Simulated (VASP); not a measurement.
# Mg5ZnS6 (P1) in VASP: relaxation of cell and atoms with PBE

Aim: the relaxation of cell and atoms of Mg5ZnS6 with PBE.

Everything below comes from runs of VASP 6.6.1. Logs are shortened: lines on timing, memory, paths and dates and some standing lists are left out, and cuts for length are marked.

## (1) The cell of the first run

The typed cell holds 12 atoms: a = 3.632 Å, b = 3.740 Å, c = 15.488 Å, α = 90.39°, β = 90.89°, γ = 90.07°.

## (2) Relaxation of cell and atoms, PBE

Contents of INCAR:

```
PREC = Accurate
ENCUT = 600
EDIFF = 1E-6
ISMEAR = 0
SIGMA = 0.1
LREAL = False
LASPH = True
NELM = 80
ALGO = Normal
ISIF = 3
LWAVE = False
LCHARG = False
GGA = PE
IBRION = 2
NSW = 80
EDIFFG = -0.025
```

Contents of KPOINTS:

```
regular mesh
0
Gamma
  4 4 1
```

Contents of POSCAR:

```
Mg5ZnS6
1.0
    3.6322479182     -0.0023447846     -0.0282597913
   -0.0023447846      3.7394860792     -0.0125595702
   -0.1198656691     -0.0532722010     15.4877914417
Mg Zn S
5 1 6
Direct
    0.4979106678      0.4929414656      0.1688030834
    0.0141776664      0.0134945141      0.3339987752
    0.5014525998      0.4789695152      0.4981799819
   -0.0121032171      0.0049357195      0.6706633683
    0.4925311565      0.5113421945      0.8350852400
    0.0031454487      0.0121974832     -0.0055262249
    0.0173247013     -0.0002516713      0.1669290647
    0.4919146211      0.5230264864      0.3307993281
    0.0089533101     -0.0249382453      0.4990153821
    0.4953921249      0.5066474337      0.6684855266
   -0.0028005833     -0.0067299229      0.8319056521
    0.4921015038      0.4883650274      0.0016608225
```

Potentials or basis: VASP PAW PBE potentials, release 64 (Mg, Zn, S).

Run with:

```bash
cat potpaw_PBE.64/Mg/POTCAR potpaw_PBE.64/Zn/POTCAR potpaw_PBE.64/S/POTCAR > POTCAR
mpirun -np 1 vasp_std > vasp.out
```

OUTCAR:

```text
PREC = Accurate
   ENCUT = 600
   EDIFF = 1E-6
   ISMEAR = 0
   LREAL = False
   LASPH = True
   NELM = 80
   ISIF = 3
   GGA = PE
   IBRION = 2
   NSW = 80
   EDIFFG = -0.025

 ion  position               nearest neighbor table
   1  0.498  0.493  0.169-   8 2.51   7 2.54   7 2.58  12 2.59   7 2.64   7 2.67   2 3.61   2 3.63

   2  0.014  0.013  0.334-   8 2.53   9 2.56   8 2.58   7 2.59   8 2.64   8 2.69   3 3.52   1 3.61
                             3 3.61   1 3.63
   3  0.501  0.479  0.498-   9 2.58   9 2.60   8 2.60   9 2.61   9 2.64  10 2.64   2 3.52   2 3.61
                             4 3.65
   4  0.988  0.005  0.671-  11 2.50  10 2.58  10 2.59  10 2.62  10 2.63   9 2.66   5 3.63   5 3.63
                             3 3.65   5 3.65
   5  0.493  0.511  0.835-  11 2.55  11 2.57  10 2.58  12 2.58  11 2.64  11 2.67   4 3.63   4 3.63
                             4 3.65
   6  0.003  0.012  0.994-  12 2.51  11 2.52  12 2.58  12 2.65   7 2.67  12 2.70
   7  0.017  1.000  0.167-   1 2.54   1 2.58   2 2.59   1 2.64   6 2.67   1 2.67
   8  0.492  0.523  0.331-   1 2.51   2 2.53   2 2.58   3 2.60   2 2.64   2 2.69
   9  0.009  0.975  0.499-   2 2.56   3 2.58   3 2.60   3 2.61   3 2.64   4 2.66
  10  0.495  0.507  0.668-   5 2.58   4 2.58   4 2.59   4 2.62   4 2.63   3 2.64
  11  0.997  0.993  0.832-   4 2.50   6 2.52   5 2.55   5 2.57   5 2.64   5 2.67
  12  0.492  0.488  0.002-   6 2.51   6 2.58   5 2.58   1 2.59   6 2.65   6 2.70

  LATTYP: Found a triclinic cell.
 ALAT       =    15.8536128741
 B/A-ratio  =     0.2291186644
 C/A-ratio  =     0.2358773319
 COS(alpha) =     0.0012464040
 COS(beta)  =     0.0069221860
 COS(gamma) =     0.2139597966

  Lattice vectors:

 A1 = (  -3.5123822491,   0.0556169856, -15.4595316504)
 A2 = (  -3.6322479182,   0.0023447846,   0.0282597913)
 A3 = (  -0.0023447846,   3.7394860792,  -0.0125595702)

Analysis of symmetry for initial positions (statically):
=====================================================================
 Subroutine PRICEL returns:
 Original cell was already a primitive cell.

 Routine SETGRP: Setting up the symmetry group for a
 triclinic supercell.

 Subroutine GETGRP returns: Found  1 space group operations
 (whereof  1 operations were pure point group operations)
 out of a pool of  2 trial point group operations.

The static configuration has the point symmetry C_1 .

Analysis of symmetry for dynamics (positions and initial velocities):
=====================================================================
 Subroutine PRICEL returns:
 Original cell was already a primitive cell.

 Routine SETGRP: Setting up the symmetry group for a
 triclinic supercell.

 Subroutine GETGRP returns: Found  1 space group operations
 (whereof  1 operations were pure point group operations)
 out of a pool of  2 trial point group operations.

The dynamic configuration has the point symmetry C_1 .

 Subroutine INISYM returns: Found  1 space group operations
 (whereof  1 operations are pure point group operations),
 and found     1 'primitive' translations

----------------------------------------------------------------------------------------

                                     Primitive cell

  volume of cell :     210.3515

  direct lattice vectors                    reciprocal lattice vectors
     3.632247918 -0.002344785 -0.028259791     0.275328303  0.000179799  0.002131485
    -0.002344785  3.739486079 -0.012559570     0.000179799  0.267419632  0.000921215
    -0.119865669 -0.053272201 15.487791442     0.000502523  0.000217188  0.064571621

  length of vectors
     3.632358607  3.739507906 15.488346892     0.275336613  0.267421279  0.064573942

  position of ions in fractional coordinates (direct lattice)
     0.497910668  0.492941466  0.168803083
     0.014177666  0.013494514  0.333998775
     0.501452600  0.478969515  0.498179982
     0.987896783  0.004935719  0.670663368
     0.492531157  0.511342195  0.835085240
     0.003145449  0.012197483  0.994473775
     0.017324701  0.999748329  0.166929065
     0.491914621  0.523026486  0.330799328
     0.008953310  0.975061755  0.499015382
     0.495392125  0.506647434  0.668485527
     0.997199417  0.993270077  0.831905652
     0.492101504  0.488365027  0.001660822

  ion indices of the primitive-cell ions
   primitive index   ion index
                 1           1
                 2           2
                 3           3
                 4           4
                 5           5
                 6           6
                 7           7
                 8           8
                 9           9
                10          10
                11          11
                12          12

----------------------------------------------------------------------------------------

 KPOINTS: regular mesh

Automatic generation of k-mesh.
 Grid dimensions read from file:
 generate k-points for:    4    4    1

 Generating k-lattice:

  Cartesian coordinates                     Fractional coordinates (reciprocal lattice)
     0.068832076  0.000044950  0.000532871     0.250000000 -0.000000000  0.000000000
     0.000044950  0.066854908  0.000230304    -0.000000000  0.250000000  0.000000000
     0.000502523  0.000217188  0.064571621     0.000000000  0.000000000  1.000000000

  Length of vectors
     0.068834153  0.066855320  0.064573942

  Shift w.r.t. Gamma in fractional coordinates (k-lattice)
     0.000000000  0.000000000  0.000000000

 Subroutine IBZKPT returns following result:
 ===========================================

 Found     10 irreducible k-points:

 Following reciprocal coordinates:
            Coordinates               Weight
  0.000000  0.000000  0.000000      1.000000
  0.250000 -0.000000  0.000000      2.000000
  0.500000 -0.000000  0.000000      1.000000
  0.000000  0.250000  0.000000      2.000000
  0.250000  0.250000  0.000000      2.000000
  0.500000  0.250000  0.000000      2.000000
 -0.250000  0.250000  0.000000      2.000000
  0.000000  0.500000  0.000000      1.000000
  0.250000  0.500000  0.000000      2.000000
  0.500000  0.500000  0.000000      1.000000
   k-points           NKPTS =     10   k-points in BZ     NKDIM =     10   number of bands    NBANDS=     36
   number of dos      NEDOS =    301   number of ions     NIONS =     12
   total plane-waves  NPLWV = 113400
   dimension x,y,z NGX =    30 NGY =   30 NGZ =  126
   dimension x,y,z NGXF=    60 NGYF=   60 NGZF=  252
   ions per type =               5   1   6
   NGX,Y,Z   is equivalent  to a cutoff of  13.73, 13.34, 13.52 a.u.
   NGXF,Y,Z  is equivalent  to a cutoff of  27.46, 26.67, 27.05 a.u.
 SYSTEM =  unknown system
   PREC   = accura    normal or accurate (medium, high low for compatibility)
   ISTART =      0    job   : 0-new  1-cont  2-samecut
   ICHARG =      2    charge: 1-file 2-atom 10-const
   ISPIN  =      1    spin polarized calculation?
   LNONCOLLINEAR =      F non collinear calculations
   LSORBIT =      F    spin-orbit coupling
   LASPH  =      T    aspherical Exc in radial PAW
   ENCUT  =  600.0 eV  44.10 Ry    6.64 a.u.   7.25  7.47 30.93*2*pi/ulx,y,z
   NELM   =     80;   NELMIN=  2; NELMDL= -5     # of ELM steps
   EDIFF  = 0.1E-05   stopping-criterion for ELM
   LREAL  =      F    real-space projection
   EDIFFG = -.3E-01   stopping-criterion for IOM
   NSW    =     80    number of steps for IOM
   IBRION =      2    ionic relax: 0-MD 1-quasi-New 2-CG
   NFREE  =      1    steps in history (QN), initial steepest desc. (CG)
   ISIF   =      3    stress and relaxation
   ISYM   =      2    0-nonsym 1-usesym 2-fastsym
   POTIM  = 0.5000    time-step for ionic-motion
   TEBEG  =    0.0;   TEEND  =   0.0 temperature during run
   PSTRESS=    0.0 pullay stress
   NELECT =      58.0000    total number of electrons
   NUPDOWN=      -1.0000    fix difference up-down
   EMIN   =  10.00;   EMAX   =-10.00  energy-range for DOS
   EFERMI =   0.00;   METHOD = LEGACY
   ISMEAR =     0;   SIGMA  =   0.10  broadening in eV -4-tet -1-fermi 0-gaus
   EFERMI_NEDOS =   21; number of points for ismear=-14 and -15
   IALGO  =     38    algorithm
   IMIX   =      4    mixing-type and parameters
     AMIX     =   0.40;   BMIX     =  1.00
     AMIX_MAG =   1.60;   BMIX_MAG =  1.00
  volume/ion in A,a.u.               =      17.53       118.29
  Fermi-wavevector in a.u.,A,eV,Ry     =   1.065538  2.013575 15.447666  1.135371
  Thomas-Fermi vector in A             =   2.201093
   LORBIT       =      0    0 simple, 1 ext, 2 COOP (PROOUT), +10 PAW based schemes
   GGA     = PE    functional components
   LHFCALC =     F    Hartree Fock is set to
   AEXX    =    0.0000 exact exchange contribution
   IVDW    =     0    specifies the selected vdW correction
   LEPSILON=     F    determine dielectric tensor
   LRPA    =     F    only Hartree local field effects (RPA)
 conjugate gradient relaxation of ions
 non-spin polarized calculation
 Gauss-broadening in eV      SIGMA  =   0.10
  energy-cutoff  :      600.00
  volume of cell :      210.35
 maximum number of plane-waves:      7051
 NGX is ok and might be reduce to    30
   NGX = 15   NGY = 15   NGZ = 61

--------------------------------------- Ionic step        1  -------------------------------------------

 number of electron      57.9999994 magnetization

 Free energy of the ion-electron system (eV)
  ---------------------------------------------------
  ext. energy  EPLUGINS =         0.00000000
  ---------------------------------------------------
  free energy    TOTEN  =       -48.39858106 eV

  energy without entropy =      -48.39858106  energy(sigma->0) =      -48.39858106

------------------------ aborting loop because EDIFF is reached ----------------------------------------

  FORCE on cell =-STRESS in cart. coord.  units (eV):
  Direction    XX          YY          ZZ          XY          YZ          ZX
  --------------------------------------------------------------------------------------
  -------------------------------------------------------------------------------------
  Total        2.9643578     -1.2583294      1.5891848      0.0990330      0.5204235      1.0464950
  in kB       22.5785302     -9.5842776     12.1042934      0.7543013      3.9638930      7.9708053
  external PRESSURE =       8.3661820 kB  Pullay stress =       0.0000000 kB
[... 119 lines left out ...]
  FREE ENERGIE OF THE ION-ELECTRON SYSTEM (eV)
  ---------------------------------------------------
  free  energy   TOTEN  =       -48.5293160343 eV

  energy  without entropy=      -48.5293160343  energy(sigma->0) =      -48.52931603

[... ionic steps 4 to 27 ...]

--------------------------------------- Ionic step       28  -------------------------------------------

 number of electron      58.0000008 magnetization

------------------------ aborting loop because EDIFF is reached ----------------------------------------
[... 87 lines left out ...]
--------------------------------------- Ionic step       30  -------------------------------------------

 number of electron      58.0000009 magnetization

 Free energy of the ion-electron system (eV)
  ---------------------------------------------------
  ext. energy  EPLUGINS =         0.00000000
  ---------------------------------------------------
  free energy    TOTEN  =       -48.58035634 eV

  energy without entropy =      -48.58035634  energy(sigma->0) =      -48.58035634

 E-fermi :   4.1769     XC(G=0):  -9.7915

 val. band max:        3.7186688140   @ k =   0.0000   0.5000   0.0000
 cond. band min:       5.1571660182   @ k =   0.5000   0.5000   0.0000
 fundamental gap:      1.4384972042
 Fermi energy:         4.1769263643

 k-point     1 :       0.0000    0.0000    0.0000
  band No.  band energies     occupation
      1      -9.1587      2.00000
      2      -8.8346      2.00000
      3      -8.7482      2.00000
      4      -7.9714      2.00000
      5      -7.9563      2.00000
      6      -7.4740      2.00000
[... 418 lines left out ...]
  FREE ENERGIE OF THE ION-ELECTRON SYSTEM (eV)
  ---------------------------------------------------
  free  energy   TOTEN  =       -48.5803563388 eV

  energy  without entropy=      -48.5803563388  energy(sigma->0) =      -48.58035634

 reached required accuracy - stopping structural energy minimisation
```

Run time: 17 min. Hardware: 1 thread of Intel Xeon 6975P-C (Granite Rapids), shared host; peak memory 0.38 GiB.

What came out:

- Free energy: -48.5804 eV
- Relaxed volume: 17.72 Å³/atom
- Relaxed cell: a = 3.700 Å, b = 3.700 Å, c = 15.527 Å, α = 90.00°, β = 90.01°, γ = 89.90°
- Space group after relaxing (to 0.1 Å): Pmm2 (No. 25)
- Energy gained by relaxing: 15.1 meV/atom
- Ionic steps: 30
- Pressure after relaxing: 0.0 GPa
- Largest force after relaxing: 0.025 eV/Å
- Band gap on the k mesh: 1.44 eV (least direct gap 1.76 eV)

Forces on the atoms (eV/Å):
```
Mg   0.009 -0.005 -0.005
Mg   0.003  0.005 -0.004
Mg   0.003 -0.013 -0.018
Mg  -0.006 -0.003  0.017
Mg  -0.007 -0.003  0.001
Zn  -0.016  0.014  0.008
S    0.001 -0.005  0.003
S    0.012  0.001 -0.014
S    0.001 -0.006  0.006
S   -0.006 -0.007  0.005
S   -0.004  0.002  0.010
S    0.011  0.021 -0.009
```

Step by step:
```tsv
step	energy change (eV)	largest force (eV/Å)	pressure (GPa)	volume (Å³)
1	0.0000	0.6003	0.84	210.35
2	-0.1034	0.3532	-0.31	213.13
3	-0.1307	0.1916	-1.18	215.51
4	-0.1569	0.1376	0.16	211.65
5	-0.1570	0.1363	0.25	211.38
6	-0.1651	0.1041	0.16	211.60
7	-0.1699	0.0935	0.04	211.95
8	-0.1728	0.0769	-0.07	212.25
9	-0.1751	0.0449	-0.29	212.86
10	-0.1768	0.0500	-0.01	212.08
11	-0.1770	0.0530	0.12	211.75
12	-0.1778	0.0434	0.08	211.84
13	-0.1784	0.0294	0.02	212.02
14	-0.1787	0.0297	-0.02	212.13
15	-0.1789	0.0306	-0.08	212.32
16	-0.1791	0.0286	0.01	212.11
17	-0.1791	0.0278	0.03	212.02
18	-0.1791	0.0271	0.11	211.84
19	-0.1791	0.0274	0.06	211.95
20	-0.1794	0.0288	0.04	212.01
21	-0.1797	0.0420	0.00	212.18
22	-0.1800	0.0400	-0.01	212.25
23	-0.1806	0.0336	-0.05	212.45
24	-0.1804	0.0626	-0.09	212.85
25	-0.1808	0.0367	-0.05	212.59
26	-0.1812	0.0328	0.01	212.46
27	-0.1814	0.0294	0.07	212.35
28	-0.1812	0.0380	0.21	212.12
29	-0.1814	0.0276	0.11	212.29
30	-0.1818	0.0248	0.02	212.59
```

Final structure:
```cif
data_structure
_symmetry_space_group_name_H-M 'P 1'
_symmetry_Int_Tables_number 1
_cell_length_a 3.7001
_cell_length_b 3.7004
_cell_length_c 15.5270
_cell_angle_alpha 89.996
_cell_angle_beta 90.005
_cell_angle_gamma 89.902
_cell_volume 212.59
loop_
_atom_site_label
_atom_site_type_symbol
_atom_site_fract_x
_atom_site_fract_y
_atom_site_fract_z
_atom_site_occupancy
Mg1 Mg 0.49729 0.49630 0.16475 1
Mg2 Mg 0.99707 0.99598 0.33236 1
Mg3 Mg 0.49872 0.49961 0.50031 1
Mg4 Mg 0.00178 0.99815 0.66732 1
Mg5 Mg 0.50240 0.49594 0.83545 1
Zn1 Zn 0.00599 0.05021 0.99975 1
S1 S 0.99767 0.99269 0.16360 1
S2 S 0.49697 0.49610 0.33267 1
S3 S 0.99889 0.99874 0.49998 1
S4 S 0.50147 0.49777 0.66757 1
S5 S 0.00161 0.99228 0.83617 1
S6 S 0.50014 0.48621 0.00007 1
```

Levels at points of the mesh, in eV from the valence-band top:
```
           k point  band 26  band 27  band 28  band 29  band 30  band 31  band 32  band 33
(0.00, 0.00, 0.00)    -0.70    -0.23    -0.18    -0.16     1.60     3.01     3.54     3.59
(0.50, 0.00, 0.00)    -0.81    -0.72    -0.58    -0.03     4.66     4.68     4.71     4.77
(0.00, 0.50, 0.00)    -0.81    -0.71    -0.56     0.00     4.50     4.70     4.70     4.81
(0.50, 0.50, 0.00)    -1.95    -1.87    -1.81    -1.81     1.44     2.61     3.60     4.05
```

Caveat: the k points lie up to 0.42 Å⁻¹ apart in the final cell.
